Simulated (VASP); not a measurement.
# ZnSe (F-43m) in VASP: a series of runs

The runs below take ZnSe through single point, with LDA.

Program: VASP 6.6.1. These are calculated values, not measurements. Logs are shortened: lines on timing, memory, paths and dates and some standing lists are left out, and cuts for length are marked.

## (1) The cell of the first run

Symmetry: F-43m, No. 216, cubic system. The conventional cell has a = 5.369 Å, b = 5.369 Å, c = 5.369 Å, α = 90.00°, β = 90.00°, γ = 90.00°. Within 3.1 Å of Zn (site symmetry -43m) lie 4 Se at 2.32 Å. Within 3.1 Å of Se (site symmetry -43m) lie 4 Zn at 2.32 Å.

## (2) Single point, LDA

INCAR reads:

```
ALGO = Normal
EDIFF = 1E-7
ENCUT = 520
GGA = CA
ISIF = 2
ISMEAR = 0
LASPH = True
LCHARG = False
LREAL = False
LWAVE = False
NBANDS = 16
NELM = 80
PREC = Accurate
SIGMA = 0.01
```

KPOINTS reads:

```
k-points
0
Gamma
  8 8 8
```

POSCAR reads:

```
ZnSe
1.0
    2.6845291621      2.6845291621      0.0000000000
   -2.6845291621      2.6845291621      0.0000000000
    0.0000000000      2.6845291621      2.6845291621
Zn Se
1 1
Direct
    0.0000000000      0.0000000000      0.0000000000
    0.7500000000      0.2500000000      0.5000000000
```

Potentials or basis: VASP PAW LDA potentials, release 64 (Zn, Se).

The run is started by

```
$ cat potpaw_LDA.64/Zn/POTCAR potpaw_LDA.64/Se/POTCAR > POTCAR
$ mpirun -np 1 vasp_std > vasp.out
```

OUTCAR:

```text
EDIFF = 1E-7
   ENCUT = 520
   GGA = CA
   ISIF = 2
   ISMEAR = 0
   LASPH = True
   LREAL = False
   NELM = 80
   PREC = Accurate

 ion  position               nearest neighbor table
   1  0.000  0.000  0.000-   2 2.32   2 2.32   2 2.32   2 2.32
   2  0.750  0.250  0.500-   1 2.32   1 2.32   1 2.32   1 2.32

  LATTYP: Found a face centered cubic cell.
 ALAT       =     5.3690583242

  Lattice vectors:

 A1 = (   0.0000000000,   2.6845291621,   2.6845291621)
 A2 = (   2.6845291621,   0.0000000000,   2.6845291621)
 A3 = (   2.6845291621,   2.6845291621,   0.0000000000)

Analysis of symmetry for initial positions (statically):
=====================================================================
 Subroutine PRICEL returns:
 Original cell was already a primitive cell.

 Routine SETGRP: Setting up the symmetry group for a
 face centered cubic supercell.

 Subroutine GETGRP returns: Found 24 space group operations
 (whereof 24 operations were pure point group operations)
 out of a pool of 48 trial point group operations.

The static configuration has the point symmetry T_d .

Analysis of symmetry for dynamics (positions and initial velocities):
=====================================================================
 Subroutine PRICEL returns:
 Original cell was already a primitive cell.

 Routine SETGRP: Setting up the symmetry group for a
 face centered cubic supercell.

 Subroutine GETGRP returns: Found 24 space group operations
 (whereof 24 operations were pure point group operations)
 out of a pool of 48 trial point group operations.

The dynamic configuration has the point symmetry T_d .

 Subroutine INISYM returns: Found 24 space group operations
 (whereof 24 operations are pure point group operations),
 and found     1 'primitive' translations

----------------------------------------------------------------------------------------

                                     Primitive cell

  volume of cell :      38.6932

  direct lattice vectors                    reciprocal lattice vectors
     2.684529162  2.684529162  0.000000000     0.186252400  0.186252400 -0.186252400
    -2.684529162  2.684529162  0.000000000    -0.186252400  0.186252400 -0.186252400
     0.000000000  2.684529162  2.684529162     0.000000000  0.000000000  0.372504801

  length of vectors
     3.796497550  3.796497550  3.796497550     0.322598620  0.322598620  0.372504801

  position of ions in fractional coordinates (direct lattice)
     0.000000000  0.000000000  0.000000000
     0.750000000  0.250000000  0.500000000

  ion indices of the primitive-cell ions
   primitive index   ion index
                 1           1
                 2           2

----------------------------------------------------------------------------------------

 KPOINTS: k-points

Automatic generation of k-mesh.
 Grid dimensions read from file:
 generate k-points for:    8    8    8

 Generating k-lattice:

  Cartesian coordinates                     Fractional coordinates (reciprocal lattice)
     0.023281550  0.023281550 -0.023281550     0.125000000  0.000000000  0.000000000
    -0.023281550  0.023281550 -0.023281550     0.000000000  0.125000000  0.000000000
     0.000000000  0.000000000  0.046563100     0.000000000  0.000000000  0.125000000

  Length of vectors
     0.040324828  0.040324828  0.046563100

  Shift w.r.t. Gamma in fractional coordinates (k-lattice)
     0.000000000  0.000000000  0.000000000

 Subroutine IBZKPT returns following result:
 ===========================================

 Found     29 irreducible k-points:

 Following reciprocal coordinates:
            Coordinates               Weight
  0.000000  0.000000  0.000000      1.000000
  0.125000  0.000000  0.000000      8.000000
  0.250000  0.000000  0.000000      8.000000
  0.375000  0.000000  0.000000      8.000000
  0.500000  0.000000  0.000000      4.000000
  0.125000  0.125000  0.000000     12.000000
[... 16 lines left out ...]
  0.375000  0.250000  0.125000     48.000000
  0.500000  0.250000  0.125000     24.000000
 [... further k-points ...]
   k-points           NKPTS =     29   k-points in BZ     NKDIM =     29   number of bands    NBANDS=     16
   number of dos      NEDOS =    301   number of ions     NIONS =      2
   total plane-waves  NPLWV =  21952
   dimension x,y,z NGX =    28 NGY =   28 NGZ =   28
   dimension x,y,z NGXF=    56 NGYF=   56 NGZF=   56
   ions per type =               1   1
   NGX,Y,Z   is equivalent  to a cutoff of  12.26, 12.26, 12.26 a.u.
   NGXF,Y,Z  is equivalent  to a cutoff of  24.52, 24.52, 24.52 a.u.
 SYSTEM =  unknown system
   PREC   = accura    normal or accurate (medium, high low for compatibility)
   ISTART =      0    job   : 0-new  1-cont  2-samecut
   ICHARG =      2    charge: 1-file 2-atom 10-const
   ISPIN  =      1    spin polarized calculation?
   LNONCOLLINEAR =      F non collinear calculations
   LSORBIT =      F    spin-orbit coupling
   LASPH  =      T    aspherical Exc in radial PAW
   ENCUT  =  520.0 eV  38.22 Ry    6.18 a.u.   7.06  7.06  7.06*2*pi/ulx,y,z
   NELM   =     80;   NELMIN=  2; NELMDL= -5     # of ELM steps
   EDIFF  = 0.1E-06   stopping-criterion for ELM
   LREAL  =      F    real-space projection
   EDIFFG = 0.1E-05   stopping-criterion for IOM
   NSW    =      0    number of steps for IOM
   IBRION =     -1    ionic relax: 0-MD 1-quasi-New 2-CG
   NFREE  =      0    steps in history (QN), initial steepest desc. (CG)
   ISIF   =      2    stress and relaxation
   ISYM   =      2    0-nonsym 1-usesym 2-fastsym
   POTIM  = 0.5000    time-step for ionic-motion
   TEBEG  =    0.0;   TEEND  =   0.0 temperature during run
   PSTRESS=    0.0 pullay stress
   NELECT =      18.0000    total number of electrons
   NUPDOWN=      -1.0000    fix difference up-down
   EMIN   =  10.00;   EMAX   =-10.00  energy-range for DOS
   EFERMI =   0.00;   METHOD = LEGACY
   ISMEAR =     0;   SIGMA  =   0.01  broadening in eV -4-tet -1-fermi 0-gaus
   EFERMI_NEDOS =   21; number of points for ismear=-14 and -15
   IALGO  =     38    algorithm
   IMIX   =      4    mixing-type and parameters
     AMIX     =   0.40;   BMIX     =  1.00
     AMIX_MAG =   1.60;   BMIX_MAG =  1.00
  volume/ion in A,a.u.               =      19.35       130.56
  Fermi-wavevector in a.u.,A,eV,Ry     =   1.268491  2.397101 21.892734  1.609071
  Thomas-Fermi vector in A             =   2.401583
   LORBIT       =      0    0 simple, 1 ext, 2 COOP (PROOUT), +10 PAW based schemes
   GGA     = CA    functional components
   LHFCALC =     F    Hartree Fock is set to
   AEXX    =    0.0000 exact exchange contribution
   IVDW    =     0    specifies the selected vdW correction
   LEPSILON=     F    determine dielectric tensor
   LRPA    =     F    only Hartree local field effects (RPA)
 non-spin polarized calculation
 Gauss-broadening in eV      SIGMA  =   0.01
  energy-cutoff  :      520.00
  volume of cell :       38.69
 maximum number of plane-waves:      1056
   NGX = 15   NGY = 15   NGZ = 15

 number of electron      18.0000010 magnetization

 Free energy of the ion-electron system (eV)
  ---------------------------------------------------
  ext. energy  EPLUGINS =         0.00000000
  ---------------------------------------------------
  free energy    TOTEN  =        -7.23314964 eV

  energy without entropy =       -7.23314964  energy(sigma->0) =       -7.23314964

 E-fermi :   3.1372     XC(G=0): -10.4388

 val. band max:        3.0820503482   @ k =   0.0000   0.0000   0.0000
 cond. band min:       4.8518305710   @ k =   0.0000   0.0000   0.0000
 fundamental gap:      1.7697802228
 Fermi energy:         3.1371824861

 k-point     1 :       0.0000    0.0000    0.0000
  band No.  band energies     occupation
      1     -11.3925      2.00000
      2      -4.3281      2.00000
      3      -4.3281      2.00000
      4      -4.3281      2.00000
      5      -3.8072      2.00000
      6      -3.8072      2.00000
[... 8 lines left out ...]
     15      14.8996      0.00000
     16      14.8996      0.00000

 k-point     2 :       0.1250    0.0000    0.0000
  band No.  band energies     occupation
      1     -11.2570      2.00000
      2      -4.3328      2.00000
      3      -4.3060      2.00000
      4      -4.3060      2.00000
      5      -3.8098      2.00000
      6      -3.8098      2.00000
[... 8 lines left out ...]
     15      13.9032      0.00000
     16      14.2398      0.00000

 k-point     3 :       0.2500    0.0000    0.0000
  band No.  band energies     occupation
      1     -10.8985      2.00000
      2      -4.3008      2.00000
      3      -4.2579      2.00000
      4      -4.2579      2.00000
      5      -3.8083      2.00000
      6      -3.8083      2.00000
[... 8 lines left out ...]
     15      13.6540      0.00000
     16      13.8407      0.00000

 k-point     4 :       0.3750    0.0000    0.0000
  band No.  band energies     occupation
      1     -10.4820      2.00000
      2      -4.2205      2.00000
      3      -4.2205      2.00000
      4      -4.0941      2.00000
      5      -3.7920      2.00000
      6      -3.7920      2.00000
[... 8 lines left out ...]
     15      14.9979      0.00000
     16      14.9979      0.00000
[... 324 lines left out ...]
 k-point    22 :       0.2500    0.2500    0.1250
  band No.  band energies     occupation
      1     -10.6139      2.00000
      2      -4.3318      2.00000
      3      -4.1928      2.00000
      4      -4.1656      2.00000
      5      -3.8342      2.00000
      6      -3.7710      2.00000
[... 8 lines left out ...]
     15      15.8650      0.00000
     16      17.2493      0.00000

 k-point    23 :       0.3750    0.2500    0.1250
  band No.  band energies     occupation
      1     -10.2617      2.00000
      2      -4.2288      2.00000
      3      -4.1635      2.00000
      4      -4.0300      2.00000
      5      -3.7949      2.00000
      6      -3.7338      2.00000
[... 8 lines left out ...]
     15      16.2768      0.00000
     16      17.3353      0.00000

 k-point    24 :       0.5000    0.2500    0.1250
  band No.  band energies     occupation
      1     -10.1011      2.00000
      2      -4.2065      2.00000
      3      -4.1389      2.00000
      4      -3.8782      2.00000
      5      -3.8006      2.00000
      6      -3.5099      2.00000
[... 8 lines left out ...]
     15      16.2438      0.00000
     16      17.3241      0.00000

 [... further k-points ...]

------------------------ aborting loop because EDIFF is reached ----------------------------------------

  FORCE on cell =-STRESS in cart. coord.  units (eV):
  Direction    XX          YY          ZZ          XY          YZ          ZX
  --------------------------------------------------------------------------------------
  -------------------------------------------------------------------------------------
  Total        2.5516767      2.5516767      2.5516767     -0.0000000     -0.0000000     -0.0000000
  in kB      105.6578727    105.6578727    105.6578727     -0.0000000     -0.0000000     -0.0000000
  external PRESSURE =     105.6578727 kB  Pullay stress =       0.0000000 kB

 VOLUME and BASIS-vectors are now :
 -----------------------------------------------------------------------------
  energy-cutoff  :      520.00
  volume of cell :       38.69
      direct lattice vectors                 reciprocal lattice vectors
     2.684529162  2.684529162  0.000000000     0.186252400  0.186252400 -0.186252400
    -2.684529162  2.684529162  0.000000000    -0.186252400  0.186252400 -0.186252400
     0.000000000  2.684529162  2.684529162     0.000000000  0.000000000  0.372504801

 POSITION                                       TOTAL-FORCE (eV/Angst)
 -----------------------------------------------------------------------------------
      0.00000      0.00000      0.00000        -0.000000      0.000000      0.000000
      1.34226      4.02679      1.34226         0.000000     -0.000000     -0.000000
 -----------------------------------------------------------------------------------
    total drift:                               -0.000000      0.000000     -0.000000

  FREE ENERGIE OF THE ION-ELECTRON SYSTEM (eV)
  ---------------------------------------------------
  free  energy   TOTEN  =        -7.2331496446 eV

  energy  without entropy=       -7.2331496446  energy(sigma->0) =       -7.23314964
```

Run time: 12 s. Hardware: 1 thread of Intel Xeon 6975P-C, shared host; peak memory 0.15 GiB.

What came out:

* Free energy: -7.2331 eV
* Pressure: 10.6 GPa
* Band gap on the k mesh: 1.77 eV, direct

Levels at points of the mesh, in eV from the valence-band top:
```
           k point  band 5  band 6  band 7  band 8  band 9  band 10  band 11  band 12  band 13  band 14
(0.00, 0.00, 0.00)   -6.89   -6.89    0.00    0.00    0.00     1.77     5.61     5.61     5.61    10.29
(0.50, 0.00, 0.00)   -6.86   -6.68   -6.43   -1.14   -1.14     2.65     6.22     6.22     8.68    11.67
(0.50, 0.50, 0.00)   -6.82   -6.64   -5.58   -2.85   -2.85     2.41     3.23    11.84    12.25    12.25
```

## (3) Single point, LDA

INCAR reads:

```
ALGO = Normal ; EDIFF = 1E-6
ENCUT = 520 ; ISIF = 2
ISMEAR = 0 ; LASPH = True
LCHARG = False ; LREAL = False
LWAVE = False ; NBANDS = 16
NELM = 80 ; PREC = Accurate
SIGMA = 0.01
```

KPOINTS is that of step 2.

POSCAR is that of step 2.

Potentials or basis: VASP PAW LDA potentials, release 64 (Zn, Se).

The run is started by

```
$ cat potpaw_LDA.64/Zn/POTCAR potpaw_LDA.64/Se/POTCAR > POTCAR
$ mpirun -np 1 vasp_std > vasp.out
```

It took 11 s on 1 thread of Intel Xeon 6975P-C, shared host; peak memory 0.15 GiB.

Results (log left out):

```yaml
Free_energy: -7.2331 eV
Pressure: 10.6 GPa
Band_gap_on_the_k_mesh: 1.77 eV, direct
```

Levels at points of the mesh, in eV from the valence-band top:
```
           k point  band 7  band 8  band 9  band 10  band 11  band 12
(0.00, 0.00, 0.00)    0.00    0.00    0.00     1.77     5.61     5.61
(0.50, 0.00, 0.00)   -6.43   -1.14   -1.14     2.65     6.22     6.22
(0.50, 0.50, 0.00)   -5.58   -2.85   -2.85     2.41     3.23    11.84
```
